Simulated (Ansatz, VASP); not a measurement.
**Two plane-wave programs on Ni**

INCAR

```
SYSTEM = Ni
  PREC = Accurate
  ENCUT = 520
  EDIFF = 1E-8
  ISMEAR = -1
  SIGMA = 0.05
  LREAL = .False.
  LASPH = .True.
  NELM = 150
  ALGO = Normal
  ISIF = 2
  LWAVE = .False.
  LCHARG = .False.
  ISPIN = 2
  MAGMOM = 1.5
  LORBIT = 11
  LMAXMIX = 4
  GGA = CA
  LEFG = .True.
  NBANDS = 15
```

KPOINTS

```
regular mesh
0
Gamma
  20 20 20
  0 0 0
```

File POSCAR:

```
Ni
1.0
    0.0000000000      1.7502705000      1.7679500000
    1.7502705000      0.0000000000      1.7679500000
    1.7502705000      1.7502705000      0.0000000000
Ni
1
Direct
    0.0000000000      0.0000000000      0.0000000000
```

Input for Ansatz:

```yaml
crystal:
  lattice:
    - [0.0, 1.7502705, 1.76795]
    - [1.7502705, 0.0, 1.76795]
    - [1.7502705, 1.7502705, 0.0]
  atoms:
    - { symbol: Ni, position: [0.0, 0.0, 0.0], spin: 1.5 }
magnetization:
  spin_polarized: true
kpoints:
  mp_grid: { grid: [20, 20, 20] }
scf:
  occupations: { method: fermi_dirac, width: 0.05 }
hamiltonian:
  xc: lda
  pseudopotentials: { kind: paw }
output:
  forces: true
  stress: true
  eigenvalues: true
  efg: { contact_densities: true }
  write_density: true
  write_potential: true
  elf: true
  volumetric_format: npy
```

Change from the starting cell: equal xx and yy strain of -1 %, PAW files.

Alike in both runs: task electric field gradients; functional LDA; k mesh 20 × 20 × 20; occupations fermi-dirac, width 0.05 eV; collinear spin.

```csv
,VASP,Ansatz
version,VASP 6.6.1,Ansatz 0.2.0
potentials or method,"VASP PAW LDA potentials, release 64 (Ni)","PAW with Ansatz's default frozen-core files, scalar-relativistic"
plane-wave cutoff (eV),520,420
valence electrons in the cell,10,18
```

|  | VASP | Ansatz | Ansatz less VASP |
| --- | --- | --- | --- |
| pressure (GPa) | -16.0 | -16.2 | -0.12 |
| traceless stress, the component that is largest in VASP (GPa) | -0.78 | -0.79 | -0.010 |
| net moment per atom (μB) | 0.61 | 0.62 | +0.015 |
| size of the moment on the site where the two differ most (μB) | 0.61 | 0.65 | +0.040 |
| size of Vzz on the site where it differs most (V/Å²) | 0.7 | 0.4 | -0.27 |

LDA's correlation is that of Perdew and Zunger in VASP and of Perdew and Wang (1992) in Ansatz. Site moments also hang on the region over which each program counts them. VASP's potentials hold 10 valence electrons a cell and Ansatz's 18, so a difference there can come from the potentials and not from the codes.
